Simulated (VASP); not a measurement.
# Ge2N (I4_1/amd) in VASP: further runs

The runs below take Ge2N through single point, with PBE.

Everything below comes from runs of VASP 6.6.1. Logs are shortened: lines on timing, memory, paths and dates and some standing lists are left out, and cuts for length are marked.

### Step 1. The cell of the first run

The structure is tetragonal, space group I4_1/amd (No. 141). Conventional cell: a = 4.787 Å, b = 4.787 Å, c = 7.488 Å, α = 90.00°, β = 90.00°, γ = 90.00°. Within 2.7 Å of Ge (site symmetry 2mm) lie 3 N at 2.05 to 2.40 Å. Within 2.7 Å of N (site symmetry -4m2) lie 6 Ge at 2.05 to 2.40 Å.

### Step 2. Single point, PBE

INCAR reads:

```
PREC = Accurate ; ENCUT = 520
EDIFF = 1E-6 ; ISMEAR = 0
SIGMA = 0.1 ; LREAL = F
LASPH = T ; NELM = 80
ALGO = Normal ; ISIF = 2
LWAVE = F ; LCHARG = F
GGA = PE ; NBANDS = 42
```

KPOINTS reads:

```
regular mesh
0
Gamma
  6 6 6
```

POSCAR reads:

```
Ge2N
1.0
   -2.3935535338      2.3935535338      3.7439824527
    2.3935535338     -2.3935535338      3.7439824527
    2.3935535338      2.3935535338     -3.7439824527
Ge N
4 2
Direct
    0.2740996653      0.2740996653      0.0000000000
    1.0240996653      0.5240996653      0.5000000000
    0.4759003347     -0.0240996653      0.5000000000
    0.7259003347      0.7259003347      0.0000000000
    0.0000000000      0.0000000000      0.0000000000
    0.7500000000      0.2500000000      0.5000000000
```

Potentials or basis: VASP PAW PBE potentials, release 64 (Ge_d, N).

Command:

```sh
$ cat potpaw_PBE.64/Ge_d/POTCAR potpaw_PBE.64/N/POTCAR > POTCAR
$ mpirun -np 1 vasp_std > vasp.out
```

OUTCAR:

```text
PREC = Accurate
   ENCUT = 520
   EDIFF = 1E-6
   ISMEAR = 0
   LREAL = F
   LASPH = T
   NELM = 80
   ISIF = 2
   GGA = PE

 ion  position               nearest neighbor table
   1  0.274  0.274  0.000-   5 2.05   3 2.83   3 2.83
   2  0.024  0.524  0.500-   6 2.05   4 2.83   4 2.83
   3  0.476  0.976  0.500-   6 2.05   1 2.83   1 2.83
   4  0.726  0.726  0.000-   5 2.05   2 2.83   2 2.83
   5  0.000  0.000  0.000-   1 2.05   4 2.05
   6  0.750  0.250  0.500-   2 2.05   3 2.05

  LATTYP: Found a body centered tetragonal cell.
 ALAT       =     4.7871070676
 C/A-ratio  =     1.5641941573

  Lattice vectors:

 A1 = (  -2.3935535338,   2.3935535338,   3.7439824527)
 A2 = (   2.3935535338,  -2.3935535338,   3.7439824527)
 A3 = (   2.3935535338,   2.3935535338,  -3.7439824527)

Analysis of symmetry for initial positions (statically):
=====================================================================
 Subroutine PRICEL returns:
 Original cell was already a primitive cell.

 Routine SETGRP: Setting up the symmetry group for a
 body centered tetragonal supercell.

 Subroutine GETGRP returns: Found 16 space group operations
 (whereof  8 operations were pure point group operations)
 out of a pool of 16 trial point group operations.

The static configuration has the point symmetry D_2d.
 The point group associated with its full space group is D_4h.

Analysis of symmetry for dynamics (positions and initial velocities):
=====================================================================
 Subroutine PRICEL returns:
 Original cell was already a primitive cell.

 Routine SETGRP: Setting up the symmetry group for a
 body centered tetragonal supercell.

 Subroutine GETGRP returns: Found 16 space group operations
 (whereof  8 operations were pure point group operations)
 out of a pool of 16 trial point group operations.

The dynamic configuration has the point symmetry D_2d.
 The point group associated with its full space group is D_4h.

 Subroutine INISYM returns: Found 16 space group operations
 (whereof  8 operations are pure point group operations),
 and found     1 'primitive' translations

----------------------------------------------------------------------------------------

                                     Primitive cell

  volume of cell :      85.7986

  direct lattice vectors                    reciprocal lattice vectors
    -2.393553534  2.393553534  3.743982453     0.000000000  0.208894430  0.133547634
     2.393553534 -2.393553534  3.743982453     0.208894430  0.000000000  0.133547634
     2.393553534  2.393553534 -3.743982453     0.208894430  0.208894430  0.000000000

  length of vectors
     5.047336094  5.047336094  5.047336094     0.247935180  0.247935180  0.295421335

  position of ions in fractional coordinates (direct lattice)
     0.274099665  0.274099665  0.000000000
     0.024099665  0.524099665  0.500000000
     0.475900335  0.975900335  0.500000000
     0.725900335  0.725900335  0.000000000
     0.000000000  0.000000000  0.000000000
     0.750000000  0.250000000  0.500000000

  ion indices of the primitive-cell ions
   primitive index   ion index
                 1           1
                 2           2
                 3           3
                 4           4
                 5           5
                 6           6

----------------------------------------------------------------------------------------

 KPOINTS: regular mesh

Automatic generation of k-mesh.
 Grid dimensions read from file:
 generate k-points for:    6    6    6

 Generating k-lattice:

  Cartesian coordinates                     Fractional coordinates (reciprocal lattice)
     0.000000000  0.034815738  0.022257939     0.166666667  0.000000000  0.000000000
     0.034815738  0.000000000  0.022257939     0.000000000  0.166666667  0.000000000
     0.034815738  0.034815738  0.000000000     0.000000000  0.000000000  0.166666667

  Length of vectors
     0.041322530  0.041322530  0.049236889

  Shift w.r.t. Gamma in fractional coordinates (k-lattice)
     0.000000000  0.000000000  0.000000000

 Subroutine IBZKPT returns following result:
 ===========================================

 Found     30 irreducible k-points:

 Following reciprocal coordinates:
            Coordinates               Weight
  0.000000  0.000000  0.000000      1.000000
  0.166667 -0.000000  0.000000      8.000000
  0.333333 -0.000000  0.000000      8.000000
  0.500000 -0.000000  0.000000      4.000000
  0.166667  0.166667  0.000000      8.000000
  0.333333  0.166667  0.000000     16.000000
[... 16 lines left out ...]
 -0.333333 -0.333333  0.166667      8.000000
 -0.166667 -0.333333  0.166667      8.000000
 [... further k-points ...]
   k-points           NKPTS =     30   k-points in BZ     NKDIM =     30   number of bands    NBANDS=     42
   number of dos      NEDOS =    301   number of ions     NIONS =      6
   total plane-waves  NPLWV =  64000
   dimension x,y,z NGX =    40 NGY =   40 NGZ =   40
   dimension x,y,z NGXF=    80 NGYF=   80 NGZF=   80
   ions per type =               4   2
   NGX,Y,Z   is equivalent  to a cutoff of  13.17, 13.17, 13.17 a.u.
   NGXF,Y,Z  is equivalent  to a cutoff of  26.35, 26.35, 26.35 a.u.
 SYSTEM =  unknown system
   PREC   = accura    normal or accurate (medium, high low for compatibility)
   ISTART =      0    job   : 0-new  1-cont  2-samecut
   ICHARG =      2    charge: 1-file 2-atom 10-const
   ISPIN  =      1    spin polarized calculation?
   LNONCOLLINEAR =      F non collinear calculations
   LSORBIT =      F    spin-orbit coupling
   LASPH  =      T    aspherical Exc in radial PAW
   ENCUT  =  520.0 eV  38.22 Ry    6.18 a.u.   9.38  9.38  9.38*2*pi/ulx,y,z
   NELM   =     80;   NELMIN=  2; NELMDL= -5     # of ELM steps
   EDIFF  = 0.1E-05   stopping-criterion for ELM
   LREAL  =      F    real-space projection
   EDIFFG = 0.1E-04   stopping-criterion for IOM
   NSW    =      0    number of steps for IOM
   IBRION =     -1    ionic relax: 0-MD 1-quasi-New 2-CG
   NFREE  =      0    steps in history (QN), initial steepest desc. (CG)
   ISIF   =      2    stress and relaxation
   ISYM   =      2    0-nonsym 1-usesym 2-fastsym
   POTIM  = 0.5000    time-step for ionic-motion
   TEBEG  =    0.0;   TEEND  =   0.0 temperature during run
   PSTRESS=    0.0 pullay stress
   NELECT =      66.0000    total number of electrons
   NUPDOWN=      -1.0000    fix difference up-down
   EMIN   =  10.00;   EMAX   =-10.00  energy-range for DOS
   EFERMI =   0.00;   METHOD = LEGACY
   ISMEAR =     0;   SIGMA  =   0.10  broadening in eV -4-tet -1-fermi 0-gaus
   EFERMI_NEDOS =   21; number of points for ismear=-14 and -15
   IALGO  =     38    algorithm
   IMIX   =      4    mixing-type and parameters
     AMIX     =   0.40;   BMIX     =  1.00
     AMIX_MAG =   1.60;   BMIX_MAG =  1.00
  volume/ion in A,a.u.               =      14.30        96.50
  Fermi-wavevector in a.u.,A,eV,Ry     =   1.500017  2.834621 30.613793  2.250050
  Thomas-Fermi vector in A             =   2.611572
   LORBIT       =      0    0 simple, 1 ext, 2 COOP (PROOUT), +10 PAW based schemes
   GGA     = PE    functional components
   LHFCALC =     F    Hartree Fock is set to
   AEXX    =    0.0000 exact exchange contribution
   IVDW    =     0    specifies the selected vdW correction
   LEPSILON=     F    determine dielectric tensor
   LRPA    =     F    only Hartree local field effects (RPA)
 non-spin polarized calculation
 Gauss-broadening in eV      SIGMA  =   0.10
  energy-cutoff  :      520.00
  volume of cell :       85.80
 maximum number of plane-waves:      2336
 NGX is ok and might be reduce to    40
   NGX = 19   NGY = 19   NGZ = 19

 number of electron      65.9999981 magnetization

 Free energy of the ion-electron system (eV)
  ---------------------------------------------------
  ext. energy  EPLUGINS =         0.00000000
  ---------------------------------------------------
  free energy    TOTEN  =       -31.10660561 eV

  energy without entropy =      -31.08915142  energy(sigma->0) =      -31.09787851

 E-fermi :   7.3508     XC(G=0): -11.6358

 val. band max:        7.3472111122   @ k =   0.5000   0.5000   0.0000
 cond. band min:       7.3556076734   @ k =  -0.3333  -0.3333   0.1667
 fundamental gap:      0.0083965612
 Fermi energy:         7.3507740421

 k-point     1 :       0.0000    0.0000    0.0000
  band No.  band energies     occupation
      1     -17.8132      2.00000
      2     -17.7760      2.00000
      3     -17.7663      2.00000
      4     -17.7529      2.00000
      5     -17.7378      2.00000
      6     -17.7378      2.00000
[... 34 lines left out ...]
     41      14.8372      0.00000
     42      14.8419      0.00000

 k-point     2 :       0.1667   -0.0000    0.0000
  band No.  band energies     occupation
      1     -17.8058      2.00000
      2     -17.7701      2.00000
      3     -17.7665      2.00000
      4     -17.7602      2.00000
      5     -17.7400      2.00000
      6     -17.7316      2.00000
[... 34 lines left out ...]
     41      13.8691      0.00000
     42      14.2420      0.00000

 k-point     3 :       0.3333   -0.0000    0.0000
  band No.  band energies     occupation
      1     -17.7892      2.00000
      2     -17.7699      2.00000
      3     -17.7640      2.00000
      4     -17.7553      2.00000
      5     -17.7465      2.00000
      6     -17.7382      2.00000
[... 34 lines left out ...]
     41      13.0663      0.00000
     42      13.5748      0.00000

 k-point     4 :       0.5000   -0.0000    0.0000
  band No.  band energies     occupation
      1     -17.7789      2.00000
      2     -17.7703      2.00000
      3     -17.7631      2.00000
      4     -17.7512      2.00000
      5     -17.7396      2.00000
      6     -17.7384      2.00000
[... 844 lines left out ...]
     41      12.8408      0.00000
     42      13.5599      0.00000

 k-point    23 :      -0.3333   -0.3333    0.1667
  band No.  band energies     occupation
      1     -17.7882      2.00000
      2     -17.7795      2.00000
      3     -17.7565      2.00000
      4     -17.7552      2.00000
      5     -17.7489      2.00000
      6     -17.7480      2.00000
[... 34 lines left out ...]
     41      13.0801      0.00000
     42      13.2477      0.00000

 k-point    24 :      -0.1667   -0.3333    0.1667
  band No.  band energies     occupation
      1     -17.7937      2.00000
      2     -17.7739      2.00000
      3     -17.7628      2.00000
      4     -17.7622      2.00000
      5     -17.7481      2.00000
      6     -17.7426      2.00000
[... 34 lines left out ...]
     41      13.3509      0.00000
     42      14.0404      0.00000

 [... further k-points ...]

------------------------ aborting loop because EDIFF is reached ----------------------------------------

  FORCE on cell =-STRESS in cart. coord.  units (eV):
  Direction    XX          YY          ZZ          XY          YZ          ZX
  --------------------------------------------------------------------------------------
  -------------------------------------------------------------------------------------
  Total        0.0956709      0.0956709      0.0613768      0.0000000      0.0000000      0.0000000
  in kB        1.7865299      1.7865299      1.1461315      0.0000000      0.0000000      0.0000000
  external PRESSURE =       1.5730637 kB  Pullay stress =       0.0000000 kB

 VOLUME and BASIS-vectors are now :
 -----------------------------------------------------------------------------
  energy-cutoff  :      520.00
  volume of cell :       85.80
      direct lattice vectors                 reciprocal lattice vectors
    -2.393553534  2.393553534  3.743982453     0.000000000  0.208894430  0.133547634
     2.393553534 -2.393553534  3.743982453     0.208894430  0.000000000  0.133547634
     2.393553534  2.393553534 -3.743982453     0.208894430  0.208894430  0.000000000

 POSITION                                       TOTAL-FORCE (eV/Angst)
 -----------------------------------------------------------------------------------
      0.00000      0.00000      2.05245         0.000000     -0.000000      0.011490
      2.39355      0.00000      0.18046        -0.000000      0.000000      0.011490
      2.39355     -0.00000      3.56353        -0.000000      0.000000     -0.011490
      0.00000      0.00000      5.43552         0.000000     -0.000000     -0.011490
      0.00000      0.00000      0.00000         0.000000      0.000000     -0.000000
      0.00000      2.39355      1.87199         0.000000      0.000000      0.000000
 -----------------------------------------------------------------------------------
    total drift:                               -0.000000     -0.000000      0.000000

  FREE ENERGIE OF THE ION-ELECTRON SYSTEM (eV)
  ---------------------------------------------------
  free  energy   TOTEN  =       -31.1066056093 eV

  energy  without entropy=      -31.0891514171  energy(sigma->0) =      -31.09787851
```

Run time: 90 s. Hardware: 1 thread of AMD EPYC 7R13 (Zen 3), shared host; peak memory 0.24 GiB.

What came out:

| Property | Result |
| --- | --- |
| Free energy | -31.1066 eV |
| Pressure | 0.2 GPa |
| Largest force | 0.011 eV/Å |
| Band gap on the k mesh | zero (band 33 reaches 8.32 eV, above the bottom of band 34 at 5.93 eV) |

Forces in eV/Å, atoms in the order of the input:
```
Ge   0.000  0.000  0.011
Ge   0.000  0.000  0.011
Ge   0.000  0.000 -0.011
Ge   0.000  0.000 -0.011
N    0.000  0.000  0.000
N    0.000  0.000  0.000
```

Levels at points of the mesh, in eV from the Fermi level:
```tsv
k point	band 29	band 30	band 31	band 32	band 33	band 34	band 35	band 36	band 37	band 38
(0.00, 0.00, 0.00)	-4.98	-4.95	-4.43	-1.98	-1.98	-0.80	-0.22	2.75	2.75	4.13
(0.50, 0.00, 0.00)	-4.47	-3.95	-2.05	-1.55	-0.53	1.03	2.23	2.32	2.55	3.30
(0.50, 0.50, 0.00)	-2.76	-2.76	-1.34	-1.34	0.00	0.00	1.50	1.50	3.37	3.37
(0.50, 0.50, 0.50)	-3.06	-3.06	-2.27	-2.27	-0.52	-0.52	2.73	2.73	3.56	3.56
```

### Step 3. Single point, PBE

This run uses another cell than the first one, of 14.81 Å³/atom, 1.036 times its volume.

INCAR reads:

```
SYSTEM = Ge2N
PREC = Accurate
ENCUT = 520
EDIFF = 1E-6
ISMEAR = 0
SIGMA = 0.1
LREAL = .False.
LASPH = .True.
NELM = 100
ALGO = Normal
ISIF = 2
LWAVE = .False.
LCHARG = .False.
GGA = PE
NBANDS = 42
```

KPOINTS reads:

```
regular mesh
0
Gamma
  6 6 6
  0 0 0
```

POSCAR reads:

```
Ge2N
1.0
   -2.0676654209      2.0676654209      5.1972969127
    2.0676654209     -2.0676654209      5.1972969127
    2.0676654209      2.0676654209     -5.1972969127
Ge N
4 2
Direct
    0.2066000000      0.2066000000      0.0000000000
    0.9566000000      0.4566000000      0.5000000000
    0.5434000000      0.0434000000      0.5000000000
    0.7934000000      0.7934000000      0.0000000000
    0.0000000000      0.0000000000      0.0000000000
    0.7500000000      0.2500000000      0.5000000000
```

Potentials or basis: VASP PAW PBE potentials, release 64 (Ge_d, N).

Command:

```sh
$ cat potpaw_PBE.64/Ge_d/POTCAR potpaw_PBE.64/N/POTCAR > POTCAR
$ mpirun -np 1 vasp_std > vasp.out
```

It took 2.6 min on 1 thread of AMD EPYC 7R13 (Zen 3), shared host; peak memory 0.32 GiB.

It converged, with:

* Free energy: -27.4753 eV
* Pressure: 22.3 GPa
* Largest force: 1.773 eV/Å
* Band gap on the k mesh: zero (band 33 reaches 8.64 eV, above the bottom of band 34 at 6.36 eV)

Forces in eV/Å, atoms in the order of the input:
```
Ge   0.000  0.000  1.773
Ge   0.000  0.000  1.773
Ge   0.000  0.000 -1.773
Ge   0.000  0.000 -1.773
N    0.000  0.000  0.000
N    0.000  0.000  0.000
```

Stress tensor (GPa, compression positive):
```
25.02  0.00  0.00
 0.00 25.02  0.00
 0.00  0.00 16.74
```

Levels at points of the mesh, in eV from the Fermi level:
```csv
k point,band 30,band 31,band 32,band 33,band 34,band 35,band 36,band 37
"(0.00, 0.00, 0.00)",-6.03,-2.80,-2.49,1.62,1.87,1.87,2.34,2.34
"(0.50, 0.00, 0.00)",-3.81,-0.79,-0.09,-0.04,0.34,0.80,1.34,2.83
"(0.50, 0.50, 0.00)",-3.73,-0.08,-0.08,1.12,1.12,2.04,2.04,2.34
"(0.50, 0.50, 0.50)",-5.33,-3.13,-3.13,1.04,1.04,1.81,1.81,3.27
```

Caveat: forces of over 1 eV/Å act on the atoms, so gaps and moduli don't describe the material at rest.
